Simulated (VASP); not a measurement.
# Si (Imma) in VASP: notebook

Si is run at these levels: PBE; tasks: single point.

All numbers are computed with VASP 6.6.1; they aren't measurements. Logs are shortened: lines on timing, memory, paths and dates and some standing lists are left out, and cuts for length are marked.

### Step 1. The cell of the first run

The structure is orthorhombic, space group Imma (No. 74). The conventional cell has a = 3.793 Å, b = 6.210 Å, c = 6.376 Å, α = 90.00°, β = 90.00°, γ = 90.00°. Si (site symmetry m) has 4 Si at 2.22 Å within 2.9 Å.

### Step 2. Single point, PBE

The input, INCAR:

```
SYSTEM = Si
  PREC = Accurate
  ENCUT = 520
  EDIFF = 1E-7
  ISMEAR = 0
  SIGMA = 0.1
  LREAL = .FALSE.
  LASPH = .TRUE.
  NELM = 80
  ALGO = Normal
  ISIF = 2
  LWAVE = .FALSE.
  LCHARG = .FALSE.
  GGA = PE
  NBANDS = 16
```

The input, KPOINTS:

```
regular mesh
0
G
  6 6 6
  0 0 0
```

The input, POSCAR:

```
Si
1.0
   -1.8967080300      3.1049058900      3.1881678700
    1.8967080300     -3.1049058900      3.1881678700
    1.8967080300      3.1049058900     -3.1881678700
Si
4
Direct
    0.9115308200      0.3404630000      0.5710678200
    0.7306048300      0.6595370000      0.0710678200
    0.0884691800      0.6595370000      0.4289321800
    0.2693951700      0.3404630000      0.9289321800
```

Potentials or basis: VASP PAW PBE potentials, release 64 (Si).

Command:

```sh
$ cat potpaw_PBE.64/Si/POTCAR > POTCAR
$ mpirun -np 1 vasp_std > vasp.out
```

OUTCAR:

```text
SYSTEM = Si
   PREC = Accurate
   ENCUT = 520
   EDIFF = 1E-7
   ISMEAR = 0
   LREAL = .FALSE.
   LASPH = .TRUE.
   NELM = 80
   ISIF = 2
   GGA = PE

 ion  position               nearest neighbor table
   1  0.912  0.340  0.571-   3 2.22   2 2.22   2 2.22   4 2.22   3 3.14   3 3.14
   2  0.731  0.660  0.071-   4 2.22   1 2.22   1 2.22   3 2.22   4 3.14   4 3.14
   3  0.088  0.660  0.429-   1 2.22   4 2.22   4 2.22   2 2.22   1 3.14   1 3.14
   4  0.269  0.340  0.929-   2 2.22   3 2.22   3 2.22   1 2.22   2 3.14   2 3.14

  LATTYP: Found a body centered orthorhombic cell.
 ALAT       =     3.7934160600
 B/A-ratio  =     1.6369972821
 C/A-ratio  =     1.6808954354

  Lattice vectors:

 A1 = (  -1.8967080300,   3.1049058900,   3.1881678700)
 A2 = (   1.8967080300,  -3.1049058900,   3.1881678700)
 A3 = (   1.8967080300,   3.1049058900,  -3.1881678700)

Analysis of symmetry for initial positions (statically):
=====================================================================
 Subroutine PRICEL returns:
 Original cell was already a primitive cell.

 Routine SETGRP: Setting up the symmetry group for a
 body centered orthorhombic supercell.

 Subroutine GETGRP returns: Found  8 space group operations
 (whereof  4 operations were pure point group operations)
 out of a pool of  8 trial point group operations.

The static configuration has the point symmetry C_2h.
 The point group associated with its full space group is D_2h.

Analysis of symmetry for dynamics (positions and initial velocities):
=====================================================================
 Subroutine PRICEL returns:
 Original cell was already a primitive cell.

 Routine SETGRP: Setting up the symmetry group for a
 body centered orthorhombic supercell.

 Subroutine GETGRP returns: Found  8 space group operations
 (whereof  4 operations were pure point group operations)
 out of a pool of  8 trial point group operations.

The dynamic configuration has the point symmetry C_2h.
 The point group associated with its full space group is D_2h.

 Subroutine INISYM returns: Found  8 space group operations
 (whereof  4 operations are pure point group operations),
 and found     1 'primitive' translations

----------------------------------------------------------------------------------------

                                     Primitive cell

  volume of cell :      75.1018

  direct lattice vectors                    reciprocal lattice vectors
    -1.896708030  3.104905890  3.188167870     0.000000000  0.161035477  0.156829885
     1.896708030 -3.104905890  3.188167870     0.263614638  0.000000000  0.156829885
     1.896708030  3.104905890 -3.188167870     0.263614638  0.161035477  0.000000000

  length of vectors
     4.837598196  4.837598196  4.837598196     0.224784425  0.306738146  0.308909537

  position of ions in fractional coordinates (direct lattice)
     0.911530820  0.340463000  0.571067820
     0.730604830  0.659537000  0.071067820
     0.088469180  0.659537000  0.428932180
     0.269395170  0.340463000  0.928932180

  ion indices of the primitive-cell ions
   primitive index   ion index
                 1           1
                 2           2
                 3           3
                 4           4

----------------------------------------------------------------------------------------

 KPOINTS: regular mesh

Automatic generation of k-mesh.
 Grid dimensions read from file:
 generate k-points for:    6    6    6

 Generating k-lattice:

  Cartesian coordinates                     Fractional coordinates (reciprocal lattice)
     0.000000000  0.026839246  0.026138314     0.166666667  0.000000000 -0.000000000
     0.043935773  0.000000000  0.026138314     0.000000000  0.166666667 -0.000000000
     0.043935773  0.026839246  0.000000000     0.000000000  0.000000000  0.166666667

  Length of vectors
     0.037464071  0.051123024  0.051484923

  Shift w.r.t. Gamma in fractional coordinates (k-lattice)
     0.000000000  0.000000000  0.000000000

 Subroutine IBZKPT returns following result:
 ===========================================

 Found     46 irreducible k-points:

 Following reciprocal coordinates:
            Coordinates               Weight
  0.000000  0.000000  0.000000      1.000000
  0.166667  0.000000  0.000000      4.000000
  0.333333  0.000000 -0.000000      4.000000
  0.500000  0.000000  0.000000      2.000000
 -0.000000  0.166667  0.000000      4.000000
  0.166667  0.166667  0.000000      8.000000
[... 16 lines left out ...]
 -0.166667  0.166667  0.166667      2.000000
  0.166667  0.333333  0.166667      4.000000
 [... further k-points ...]
   k-points           NKPTS =     46   k-points in BZ     NKDIM =     46   number of bands    NBANDS=     16
   number of dos      NEDOS =    301   number of ions     NIONS =      4
   total plane-waves  NPLWV =  46656
   dimension x,y,z NGX =    36 NGY =   36 NGZ =   36
   dimension x,y,z NGXF=    72 NGYF=   72 NGZF=   72
   ions per type =               4
   NGX,Y,Z   is equivalent  to a cutoff of  12.37, 12.37, 12.37 a.u.
   NGXF,Y,Z  is equivalent  to a cutoff of  24.74, 24.74, 24.74 a.u.
 SYSTEM =  Si
   PREC   = accura    normal or accurate (medium, high low for compatibility)
   ISTART =      0    job   : 0-new  1-cont  2-samecut
   ICHARG =      2    charge: 1-file 2-atom 10-const
   ISPIN  =      1    spin polarized calculation?
   LNONCOLLINEAR =      F non collinear calculations
   LSORBIT =      F    spin-orbit coupling
   LASPH  =      T    aspherical Exc in radial PAW
   ENCUT  =  520.0 eV  38.22 Ry    6.18 a.u.   8.99  8.99  8.99*2*pi/ulx,y,z
   NELM   =     80;   NELMIN=  2; NELMDL= -5     # of ELM steps
   EDIFF  = 0.1E-06   stopping-criterion for ELM
   LREAL  =      F    real-space projection
   EDIFFG = 0.1E-05   stopping-criterion for IOM
   NSW    =      0    number of steps for IOM
   IBRION =     -1    ionic relax: 0-MD 1-quasi-New 2-CG
   NFREE  =      0    steps in history (QN), initial steepest desc. (CG)
   ISIF   =      2    stress and relaxation
   ISYM   =      2    0-nonsym 1-usesym 2-fastsym
   POTIM  = 0.5000    time-step for ionic-motion
   TEBEG  =    0.0;   TEEND  =   0.0 temperature during run
   PSTRESS=    0.0 pullay stress
   NELECT =      16.0000    total number of electrons
   NUPDOWN=      -1.0000    fix difference up-down
   EMIN   =  10.00;   EMAX   =-10.00  energy-range for DOS
   EFERMI =   0.00;   METHOD = LEGACY
   ISMEAR =     0;   SIGMA  =   0.10  broadening in eV -4-tet -1-fermi 0-gaus
   EFERMI_NEDOS =   21; number of points for ismear=-14 and -15
   IALGO  =     38    algorithm
   IMIX   =      4    mixing-type and parameters
     AMIX     =   0.40;   BMIX     =  1.00
     AMIX_MAG =   1.60;   BMIX_MAG =  1.00
  volume/ion in A,a.u.               =      18.78       126.70
  Fermi-wavevector in a.u.,A,eV,Ry     =   0.977758  1.847695 13.007320  0.956011
  Thomas-Fermi vector in A             =   2.108481
   LORBIT       =      0    0 simple, 1 ext, 2 COOP (PROOUT), +10 PAW based schemes
   GGA     = PE    functional components
   LHFCALC =     F    Hartree Fock is set to
   AEXX    =    0.0000 exact exchange contribution
   IVDW    =     0    specifies the selected vdW correction
   LEPSILON=     F    determine dielectric tensor
   LRPA    =     F    only Hartree local field effects (RPA)
 non-spin polarized calculation
 Gauss-broadening in eV      SIGMA  =   0.10
  energy-cutoff  :      520.00
  volume of cell :       75.10
 maximum number of plane-waves:      2036
   NGX = 17   NGY = 17   NGZ = 17

 number of electron      16.0000000 magnetization

 Free energy of the ion-electron system (eV)
  ---------------------------------------------------
  ext. energy  EPLUGINS =         0.00000000
  ---------------------------------------------------
  free energy    TOTEN  =       -19.66739917 eV

  energy without entropy =      -19.66470029  energy(sigma->0) =      -19.66604973

 E-fermi :   6.5338     XC(G=0):  -9.4731

 val. band max:        6.5036943913   @ k =   0.3333   0.0000  -0.0000
 cond. band min:       6.6267322348   @ k =   0.1667  -0.1667   0.1667
 fundamental gap:      0.1230378435
 Fermi energy:         6.5337850991

 k-point     1 :       0.0000    0.0000    0.0000
  band No.  band energies     occupation
      1      -6.7197      2.00000
      2      -0.9433      2.00000
      3       0.2740      2.00000
      4       1.6017      2.00000
      5       2.1496      2.00000
      6       3.4423      2.00000
[... 8 lines left out ...]
     15      11.7322      0.00000
     16      13.4243      0.00000

 k-point     2 :       0.1667    0.0000    0.0000
  band No.  band energies     occupation
      1      -6.5766      2.00000
      2      -1.7684      2.00000
      3       0.5221      2.00000
      4       1.3423      2.00000
      5       3.2597      2.00000
      6       3.3488      2.00000
[... 8 lines left out ...]
     15      12.8058      0.00000
     16      13.2236      0.00000

 k-point     3 :       0.3333    0.0000   -0.0000
  band No.  band energies     occupation
      1      -6.2112      2.00000
      2      -2.9583      2.00000
      3       0.8822      2.00000
      4       1.3334      2.00000
      5       2.9873      2.00000
      6       3.9544      2.00000
[... 8 lines left out ...]
     15      12.8040      0.00000
     16      13.6909      0.00000

 k-point     4 :       0.5000    0.0000    0.0000
  band No.  band energies     occupation
      1      -5.9520      2.00000
      2      -3.5241      2.00000
      3       1.1466      2.00000
      4       1.2894      2.00000
      5       2.8769      2.00000
      6       3.6714      2.00000
[... 8 lines left out ...]
     15      12.7102      0.00000
     16      13.8112      0.00000
[... 324 lines left out ...]
 k-point    22 :       0.3333    0.1667    0.1667
  band No.  band energies     occupation
      1      -4.9419      2.00000
      2      -2.9726      2.00000
      3      -1.1216      2.00000
      4       0.4611      2.00000
      5       2.9300      2.00000
      6       3.1395      2.00000
[... 8 lines left out ...]
     15      12.8082      0.00000
     16      14.0378      0.00000

 k-point    23 :      -0.1667    0.1667    0.1667
  band No.  band energies     occupation
      1      -5.7098      2.00000
      2      -1.0006      2.00000
      3      -0.2777      2.00000
      4       0.1087      2.00000
      5       1.8928      2.00000
      6       3.0011      2.00000
[... 8 lines left out ...]
     15      13.1474      0.00000
     16      14.5706      0.00000

 k-point    24 :       0.1667    0.3333    0.1667
  band No.  band energies     occupation
      1      -4.0850      2.00000
      2      -3.4601      2.00000
      3      -1.1455      2.00000
      4      -0.3520      2.00000
      5       2.8596      2.00000
      6       3.3704      2.00000
[... 8 lines left out ...]
     15      14.4199      0.00000
     16      15.1574      0.00000

 [... further k-points ...]
[... 5 lines left out ...]
  --------------------------------------------------------------------------------------
  -------------------------------------------------------------------------------------
  Total       10.9407828     11.9613121      9.5132076      0.0000000     -0.0000000      0.0000000
  in kB      233.4043168    255.1756965    202.9492550      0.0000000     -0.0000000      0.0000000
  external PRESSURE =     230.5097561 kB  Pullay stress =       0.0000000 kB

 VOLUME and BASIS-vectors are now :
 -----------------------------------------------------------------------------
  energy-cutoff  :      520.00
  volume of cell :       75.10
      direct lattice vectors                 reciprocal lattice vectors
    -1.896708030  3.104905890  3.188167870     0.000000000  0.161035477  0.156829885
     1.896708030 -3.104905890  3.188167870     0.263614638  0.000000000  0.156829885
     1.896708030  3.104905890 -3.188167870     0.263614638  0.161035477  0.000000000

 POSITION                                       TOTAL-FORCE (eV/Angst)
 -----------------------------------------------------------------------------------
      0.00000      3.54622      2.17091         0.000000     -1.398183      0.631423
     -0.00000      0.44132      4.20543        -0.000000     -1.398183     -0.631423
      1.89671     -0.44132      1.01726         0.000000      1.398183     -0.631423
      1.89671      2.66359     -1.01726        -0.000000      1.398183      0.631423
 -----------------------------------------------------------------------------------
    total drift:                               -0.000001      0.000002      0.000001

  FREE ENERGIE OF THE ION-ELECTRON SYSTEM (eV)
  ---------------------------------------------------
  free  energy   TOTEN  =       -19.6673991697 eV

  energy  without entropy=      -19.6647002876  energy(sigma->0) =      -19.66604973
```

Run time: 2 min. Hardware: 1 thread of AMD EPYC 7R13, shared host; peak memory 0.18 GiB.

Results:

- Free energy: -19.6674 eV
- Pressure: 23.1 GPa
- Largest force: 1.534 eV/Å
- Band gap on the k mesh: zero (band 8 reaches 6.65 eV, above the bottom of band 9 at 6.31 eV)

Forces on the atoms (eV/Å):
```
Si   0.000 -1.398  0.631
Si   0.000 -1.398 -0.631
Si   0.000  1.398 -0.631
Si   0.000  1.398  0.631
```

Caveat: forces of over 1 eV/Å act on the atoms, so gaps and moduli don't describe the material at rest.

### Step 3. Single point, PBE

This run uses another cell than the first one, of 23.96 Å³/atom, 1.276 times its volume.

The input, INCAR:

```
PREC = Accurate
ENCUT = 520
EDIFF = 1E-6
ISMEAR = 0
SIGMA = 0.1
LREAL = F
LASPH = T
NELM = 100
ALGO = Normal
ISIF = 2
LWAVE = F
LCHARG = T
GGA = PE
LELF = T
LVHAR = T
NBANDS = 16
```

The input, KPOINTS:

```
Automatic mesh
0
Gamma
  14 14 14
```

The input, POSCAR:

```
Si
1.0
   -1.9452044276      3.7644940167      3.2716801017
    1.9452044276     -3.7644940167      3.2716801017
    1.9452044276      3.7644940167     -3.2716801017
Si
4
Direct
    0.9434484932      0.3537185121      0.5897299811
    0.7360114691      0.6462814879      0.0897299811
    0.0565515068      0.6462814879      0.4102700189
    0.2639885309      0.3537185121      0.9102700189
```

Potentials or basis: VASP PAW PBE potentials, release 64 (Si).

Command:

```sh
$ cat potpaw_PBE.64/Si/POTCAR > POTCAR
$ mpirun -np 1 vasp_std > vasp.out
```

Wall time 24 min (1 thread of AMD EPYC 7R13, shared host); peak memory 0.54 GiB.

Results (log left out):

```yaml
Free_energy: -20.8907 eV
Pressure: -0.1 GPa
Band_gap_on_the_k_mesh: zero (filled and empty bands touch)
```

Levels at points of the mesh, in eV from the Fermi level:
| k point | band 5 | band 6 | band 7 | band 8 | band 9 | band 10 | band 11 | band 12 |
| --- | --- | --- | --- | --- | --- | --- | --- | --- |
| (0.00, 0.00, 0.00) | -4.68 | -2.25 | -1.45 | -0.81 | 0.65 | 0.88 | 2.15 | 2.36 |
| (0.50, 0.00, 0.00) | -2.77 | -2.54 | -1.16 | -0.95 | 0.03 | 1.92 | 2.52 | 2.97 |
| (0.00, 0.50, 0.00) | -4.25 | -3.65 | -1.73 | -1.11 | 0.94 | 1.58 | 2.89 | 2.93 |
| (0.50, 0.50, 0.00) | -3.80 | -3.80 | -2.15 | -2.15 | 1.94 | 1.94 | 2.15 | 2.15 |
| (0.50, 0.50, 0.50) | -3.20 | -0.88 | -0.85 | 0.03 | 0.80 | 2.19 | 2.91 | 3.12 |
